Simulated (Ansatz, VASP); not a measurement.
## Na: VASP beside Ansatz

Contents of INCAR:

```
  PREC = Accurate
  ENCUT = 520
  EDIFF = 1E-6
  ISMEAR = 0
  SIGMA = 0.15
  LREAL = F
  LASPH = T
  NELM = 100
  ALGO = Normal
  ISIF = 2
  LWAVE = F
  LCHARG = T
  GGA = PS
  LELF = T
  LVHAR = T
  NBANDS = 10
```

KPOINTS

```
regular mesh
0
Gamma
  16 16 16
```

File POSCAR:

```
Na
1.0
   -1.9257000000      1.9257000000      2.6556500000
    1.9257000000     -1.9257000000      2.6556500000
    1.9257000000      1.9257000000     -2.6556500000
Na
1
Direct
    0.0000000000      0.0000000000      0.0000000000
```

Input for Ansatz:

```yaml
crystal:
  lattice:
    - [-1.9257, 1.9257, 2.65565]
    - [1.9257, -1.9257, 2.65565]
    - [1.9257, 1.9257, -2.65565]
  atoms:
    - { symbol: Na, position: [0.0, 0.0, 0.0] }
basis:
  ecutwfc: 520.0
kpoints:
  mp_grid: { grid: [16, 16, 16] }
hamiltonian:
  xc: pbesol
scf:
  occupations: { method: gaussian, width: 0.15 }
output:
  forces: true
  stress: true
  eigenvalues: true
```

Alike in both runs: task single point; functional PBEsol; k mesh 16 × 16 × 16; occupations gaussian, width 0.15 eV; no spin polarisation.

|  | VASP | Ansatz |
| --- | --- | --- |
| version | VASP 6.6.1 | Ansatz 0.2.0 |
| potentials or method | VASP PAW PBE potentials, release 64 (Na_pv), cutoff 520 eV | scalar-relativistic, plane waves, PAW |
| valence electrons in the cell | 7 | 9 |

```tsv
	VASP	Ansatz	Ansatz less VASP
gap on the k mesh at the Fermi level (eV)	none	none	-
pressure (GPa)	-0.6	-0.5	+0.02
```

VASP's potentials were made for PBE, not for PBEsol. A gap of «none» marks a metal or a gap that the smearing closes. The functional is the same, so the differences come from potentials, cutoffs and numerics. VASP's potentials hold 7 valence electrons a cell and Ansatz's 9, so a difference there can come from the potentials and not from the codes.
